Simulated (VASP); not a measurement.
# Sr (Im-3m) in VASP: relaxation of cell and atoms with PBEsol

Aim: the relaxation of cell and atoms of Sr with PBEsol.

All numbers are computed with VASP 6.6.1; they aren't measurements. Logs are shortened: lines on timing, memory, paths and dates and some standing lists are left out, and cuts for length are marked.

### Step 1. The cell of the first run

The structure is cubic, space group Im-3m (No. 229). The conventional cell has a = 3.536 Å, b = 3.536 Å, c = 3.536 Å, α = 90.00°, β = 90.00°, γ = 90.00°. Sr (site symmetry m-3m) has 14 Sr at 3.06 to 3.54 Å within 4.0 Å.

This isn't the form of Sr at room conditions, which is fcc.

### Step 2. Relaxation of cell and atoms, PBEsol, target pressure 36 GPa, at which the enthalpy is minimised

INCAR reads:

```
SYSTEM = Sr
  PREC = Accurate
  ENCUT = 600
  EDIFF = 1E-7
  ISMEAR = -1
  SIGMA = 0.08
  LREAL = .FALSE.
  LASPH = .TRUE.
  NELM = 60
  ALGO = Normal
  ISIF = 3
  LWAVE = .FALSE.
  LCHARG = .FALSE.
  GGA = PS
  IBRION = 2
  NSW = 32
  EDIFFG = -0.005
  PSTRESS = 360.0
```

KPOINTS reads:

```
regular mesh
0
G
  15 15 15
  0 0 0
```

POSCAR reads:

```
Sr
1.0
   -1.7681338473      1.7681338473      1.7681338473
    1.7681338473     -1.7681338473      1.7681338473
    1.7681338473      1.7681338473     -1.7681338473
Sr
1
Direct
    0.0000000000      0.0000000000      0.0000000000
```

Potentials or basis: VASP PAW PBE potentials, release 64 (Sr_sv).

Launch:

```console
$ cat potpaw_PBE.64/Sr_sv/POTCAR > POTCAR
$ mpirun -np 1 vasp_std > vasp.out
```

OUTCAR:

```text
SYSTEM = Sr
   PREC = Accurate
   ENCUT = 600
   EDIFF = 1E-7
   ISMEAR = -1
   LREAL = .FALSE.
   LASPH = .TRUE.
   NELM = 60
   ISIF = 3
   GGA = PS
   IBRION = 2
   NSW = 32
   EDIFFG = -0.005
   PSTRESS = 360.0

 ion  position               nearest neighbor table
   1  0.000  0.000  0.000-

  LATTYP: Found a body centered cubic cell.
 ALAT       =     3.5362676946

  Lattice vectors:

 A1 = (  -1.7681338473,   1.7681338473,   1.7681338473)
 A2 = (   1.7681338473,  -1.7681338473,   1.7681338473)
 A3 = (   1.7681338473,   1.7681338473,  -1.7681338473)

Analysis of symmetry for initial positions (statically):
=====================================================================
 Subroutine PRICEL returns:
 Original cell was already a primitive cell.

 Routine SETGRP: Setting up the symmetry group for a
 body centered cubic supercell.

 Subroutine GETGRP returns: Found 48 space group operations
 (whereof 48 operations were pure point group operations)
 out of a pool of 48 trial point group operations.

The static configuration has the point symmetry O_h .

Analysis of symmetry for dynamics (positions and initial velocities):
=====================================================================
 Subroutine PRICEL returns:
 Original cell was already a primitive cell.

 Routine SETGRP: Setting up the symmetry group for a
 body centered cubic supercell.

 Subroutine GETGRP returns: Found 48 space group operations
 (whereof 48 operations were pure point group operations)
 out of a pool of 48 trial point group operations.

The dynamic configuration has the point symmetry O_h .

 Subroutine INISYM returns: Found 48 space group operations
 (whereof 48 operations are pure point group operations),
 and found     1 'primitive' translations

----------------------------------------------------------------------------------------

                                     Primitive cell

  volume of cell :      22.1108

  direct lattice vectors                    reciprocal lattice vectors
    -1.768133847  1.768133847  1.768133847     0.000000000  0.282784022  0.282784022
     1.768133847 -1.768133847  1.768133847     0.282784022  0.000000000  0.282784022
     1.768133847  1.768133847 -1.768133847     0.282784022  0.282784022  0.000000000

  length of vectors
     3.062497658  3.062497658  3.062497658     0.399916999  0.399916999  0.399916999

  position of ions in fractional coordinates (direct lattice)
     0.000000000  0.000000000  0.000000000

  ion indices of the primitive-cell ions
   primitive index   ion index
                 1           1

----------------------------------------------------------------------------------------

 KPOINTS: regular mesh

Automatic generation of k-mesh.
 Grid dimensions read from file:
 generate k-points for:   15   15   15

 Generating k-lattice:

  Cartesian coordinates                     Fractional coordinates (reciprocal lattice)
     0.000000000  0.018852268  0.018852268     0.066666667  0.000000000  0.000000000
     0.018852268  0.000000000  0.018852268     0.000000000  0.066666667  0.000000000
     0.018852268  0.018852268  0.000000000     0.000000000  0.000000000  0.066666667

  Length of vectors
     0.026661133  0.026661133  0.026661133

  Shift w.r.t. Gamma in fractional coordinates (k-lattice)
     0.000000000  0.000000000  0.000000000

 Subroutine IBZKPT returns following result:
 ===========================================

 Found    120 irreducible k-points:

 Following reciprocal coordinates:
            Coordinates               Weight
  0.000000  0.000000  0.000000      1.000000
  0.066667  0.000000  0.000000     12.000000
  0.133333  0.000000  0.000000     12.000000
  0.200000  0.000000  0.000000     12.000000
  0.266667  0.000000  0.000000     12.000000
  0.333333  0.000000  0.000000     12.000000
[... 16 lines left out ...]
  0.333333  0.200000  0.000000     48.000000
  0.400000  0.200000  0.000000     24.000000
 [... further k-points ...]
   k-points           NKPTS =    120   k-points in BZ     NKDIM =    120   number of bands    NBANDS=      9
   number of dos      NEDOS =    301   number of ions     NIONS =      1
   total plane-waves  NPLWV =  13824
   dimension x,y,z NGX =    24 NGY =   24 NGZ =   24
   dimension x,y,z NGXF=    48 NGYF=   48 NGZF=   48
   ions per type =               1
   NGX,Y,Z   is equivalent  to a cutoff of  13.03, 13.03, 13.03 a.u.
   NGXF,Y,Z  is equivalent  to a cutoff of  26.06, 26.06, 26.06 a.u.
 SYSTEM =  Sr
   PREC   = accura    normal or accurate (medium, high low for compatibility)
   ISTART =      0    job   : 0-new  1-cont  2-samecut
   ICHARG =      2    charge: 1-file 2-atom 10-const
   ISPIN  =      1    spin polarized calculation?
   LNONCOLLINEAR =      F non collinear calculations
   LSORBIT =      F    spin-orbit coupling
   LASPH  =      T    aspherical Exc in radial PAW
   ENCUT  =  600.0 eV  44.10 Ry    6.64 a.u.   6.12  6.12  6.12*2*pi/ulx,y,z
   NELM   =     60;   NELMIN=  2; NELMDL= -5     # of ELM steps
   EDIFF  = 0.1E-06   stopping-criterion for ELM
   LREAL  =      F    real-space projection
   EDIFFG = -.5E-02   stopping-criterion for IOM
   NSW    =     32    number of steps for IOM
   IBRION =      2    ionic relax: 0-MD 1-quasi-New 2-CG
   NFREE  =      1    steps in history (QN), initial steepest desc. (CG)
   ISIF   =      3    stress and relaxation
   ISYM   =      2    0-nonsym 1-usesym 2-fastsym
   POTIM  = 0.5000    time-step for ionic-motion
   TEBEG  =    0.0;   TEEND  =   0.0 temperature during run
   PSTRESS=  360.0 pullay stress
   NELECT =      10.0000    total number of electrons
   NUPDOWN=      -1.0000    fix difference up-down
   EMIN   =  10.00;   EMAX   =-10.00  energy-range for DOS
   EFERMI =   0.00;   METHOD = LEGACY
   ISMEAR =    -1;   SIGMA  =   0.08  broadening in eV -4-tet -1-fermi 0-gaus
   EFERMI_NEDOS =   21; number of points for ismear=-14 and -15
   IALGO  =     38    algorithm
   IMIX   =      4    mixing-type and parameters
     AMIX     =   0.40;   BMIX     =  1.00
     AMIX_MAG =   1.60;   BMIX_MAG =  1.00
  volume/ion in A,a.u.               =      22.11       149.21
  Fermi-wavevector in a.u.,A,eV,Ry     =   1.256627  2.374681 21.485113  1.579111
  Thomas-Fermi vector in A             =   2.390326
   LORBIT       =      0    0 simple, 1 ext, 2 COOP (PROOUT), +10 PAW based schemes
   GGA     = PS    functional components
   LHFCALC =     F    Hartree Fock is set to
   AEXX    =    0.0000 exact exchange contribution
   IVDW    =     0    specifies the selected vdW correction
   LEPSILON=     F    determine dielectric tensor
   LRPA    =     F    only Hartree local field effects (RPA)
 conjugate gradient relaxation of ions
 non-spin polarized calculation
  energy-cutoff  :      600.00
  volume of cell :       22.11
 maximum number of plane-waves:       751
   NGX = 13   NGY = 13   NGZ = 13

--------------------------------------- Ionic step        1  -------------------------------------------

 number of electron      10.0000000 magnetization

 Free energy of the ion-electron system (eV)
  ---------------------------------------------------
  ext. energy  EPLUGINS =         0.00000000
  ---------------------------------------------------
  free energy    TOTEN  =         0.05157299 eV

  energy without entropy =        0.06845869  energy(sigma->0) =        0.06001584

------------------------ aborting loop because EDIFF is reached ----------------------------------------

  FORCE on cell =-STRESS in cart. coord.  units (eV):
  Direction    XX          YY          ZZ          XY          YZ          ZX
  --------------------------------------------------------------------------------------
  -------------------------------------------------------------------------------------
  Total        5.0580117      5.0580117      5.0580117      0.0000000      0.0000000      0.0000000
  in kB      366.5093073    366.5093073    366.5093073      0.0000000      0.0000000      0.0000000
  external PRESSURE =       6.5093073 kB  Pullay stress =     360.0000000 kB
[... 59 lines left out ...]
  enthalpy is  TOTEN    =         5.0196632928 eV   P V=        5.0330524367

--------------------------------------- Ionic step        3  -------------------------------------------

 number of electron      10.0000000 magnetization

 Free energy of the ion-electron system (eV)
  ---------------------------------------------------
  ext. energy  EPLUGINS =         0.00000000
  ---------------------------------------------------
  free energy    TOTEN  =         0.01616148 eV

  energy without entropy =        0.03310607  energy(sigma->0) =        0.02463377

 E-fermi :   5.6939     XC(G=0): -10.9017

 val. band max:        5.6620732657   @ k =   0.2667   0.1333   0.1333
 cond. band min:       5.7142426396   @ k =   0.2667   0.2667   0.0667
 fundamental gap:      0.0521693740
 Fermi energy:         5.6938909280

 k-point     1 :       0.0000    0.0000    0.0000
  band No.  band energies     occupation
      1     -30.0421      2.00000
      2     -10.5738      2.00000
      3     -10.5738      2.00000
      4     -10.5738      2.00000
      5       1.9581      2.00000
      6       9.0899      0.00000
      7       9.0899      0.00000
      8       9.0899      0.00000
      9      12.0411      0.00000
[... 265 lines left out ...]
 k-point    24 :       0.4000    0.2000    0.0000
  band No.  band energies     occupation
      1     -29.4012      2.00000
      2     -13.1114      2.00000
      3     -11.9161      2.00000
      4     -10.8962      2.00000
      5       4.9831      1.99972
      6       6.6740      0.00001
      7       8.5894      0.00000
      8      12.0447      0.00000
      9      13.8956      0.00000

 [... further k-points ...]
[... 5 lines left out ...]
  --------------------------------------------------------------------------------------
  -------------------------------------------------------------------------------------
  Total        5.0031325      5.0031325      5.0031325     -0.0000000     -0.0000000     -0.0000000
  in kB      359.9896703    359.9896703    359.9896703     -0.0000000     -0.0000000     -0.0000000
  external PRESSURE =      -0.0103297 kB  Pullay stress =     360.0000000 kB
[... 16 lines left out ...]
  FREE ENERGIE OF THE ION-ELECTRON SYSTEM (eV)
  ---------------------------------------------------
  free  energy   TOTEN  =         0.0161614769 eV

  energy  without entropy=        0.0331060688  energy(sigma->0) =        0.02463377

  enthalpy is  TOTEN    =         5.0194375561 eV   P V=        5.0032760792

 reached required accuracy - stopping structural energy minimisation
```

Wall time 80 s (1 thread of AMD EPYC 7R43 (Zen 3), shared host); peak memory 0.14 GiB.

What came out:

* Free energy: 0.0162 eV
* Relaxed volume: 22.27 Å³/atom
* Relaxed cell: a = 3.070 Å, b = 3.070 Å, c = 3.070 Å, α = 109.47°, β = 109.47°, γ = 109.47°
* Space group after relaxing (to 0.1 Å): Im-3m (No. 229)
* Energy change on relaxing (the run minimises the enthalpy): -35.4 meV/atom
* Ionic steps: 3
* Pressure after relaxing: 36.0 GPa
* Band gap on the k mesh: zero (bands 5 and 6 overlap by 3.35 eV)

The path:
```csv
step,energy change (eV),largest force (eV/Å),pressure (GPa),volume (Å³)
1,0.0000,0.0000,36.65,22.11
2,-0.0650,0.0000,35.46,22.40
3,-0.0354,0.0000,36.00,22.27
```

Final structure:
```xyz
1
Lattice="-1.7723 1.7723 1.7723 1.7723 -1.7723 1.7723 1.7723 1.7723 -1.7723" Properties=species:S:1:pos:R:3 pbc="T T T"
Sr    0.0000    0.0000    0.0000
```

Caveat: the cell is relaxed towards a set pressure, so the run minimises the enthalpy, not the energy; the PAW data sets were made with another functional, which shifts forces and pressure a little.
